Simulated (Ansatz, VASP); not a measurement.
# Br: VASP beside Ansatz

Contents of POSCAR:

```
Br
1.0
    0.0000000000      2.5535098143      2.5535098143
    2.5535098143      0.0000000000      2.5535098143
    2.5535098143      2.5535098143      0.0000000000
Br
1
Direct
    0.0000000000      0.0000000000      0.0000000000
```

File INCAR.step1:

```
PREC = Accurate
ENCUT = 600
ISMEAR = 0
SIGMA = 0.1
LREAL = F
LASPH = T
NELM = 60
GGA = PE
ALGO = Normal
EDIFF = 1E-4
LWAVE = T
LCHARG = F
```

Contents of INCAR.step2:

```
PREC = Accurate
ENCUT = 600
EDIFF = 1E-6
ISMEAR = 0
SIGMA = 0.1
LREAL = F
LASPH = T
NELM = 60
ALGO = Normal
ISIF = 3
LWAVE = F
LCHARG = F
METAGGA = R2SCAN
LMIXTAU = T
IBRION = 2
NSW = 90
EDIFFG = -0.04
ISTART = 1
```

Contents of KPOINTS:

```
Automatic mesh
0
Gamma
  6 6 6
```

Input for Ansatz:

```yaml
crystal:
  lattice:
    - [0.0, 2.5535098143, 2.5535098143]
    - [2.5535098143, 0.0, 2.5535098143]
    - [2.5535098143, 2.5535098143, 0.0]
  atoms:
    - { symbol: Br, position: [0.0, 0.0, 0.0] }
basis:
  ecutwfc: 500
kpoints:
  mp_grid: { grid: [6, 6, 6] }
hamiltonian:
  xc: r2scan
scf:
  occupations: { method: gaussian, width: 0.1 }
  lower_state_search: "off"
output:
  forces: true
  stress: true
  eigenvalues: true
relax:
  adjacent_minimum: "off"
  f_tol: 0.04
  max_steps: 70
  cell: { stress_tol: 0.4 }
```

Alike in both runs: task relaxation of cell and atoms; functional r2SCAN; k mesh 6 × 6 × 6; occupations gaussian, width 0.1 eV; no spin polarisation.

```csv
,VASP,Ansatz
version,VASP 6.6.1,Ansatz 0.2.0
potentials or method,"VASP PAW PBE potentials, release 64 (Br), cutoff 600 eV","scalar-relativistic, plane waves, PAW"
valence electrons in the cell,7,7
```

VASP gave:

```
gap on the k mesh at the Fermi level, each at its own relaxed structure (eV) : none
relaxed volume (Å³/atom)                                                     : 25.77
relaxed length of the cell vector where the two differ most in proportion (Å)              : 3.316
```

Estimate Ansatz's values.

gap on the k mesh at the Fermi level, each at its own relaxed structure (eV): none; relaxed volume (Å³/atom): 25.76; relaxed length of the cell vector where the two differ most in proportion (Å): 3.315.

VASP's potentials were made for PBE, not for r2SCAN. A gap of «none» marks a metal or a gap that the smearing closes.

Noted on VASP's run: the volume moved by over 15 % at a fixed basis, so the end points are rough.
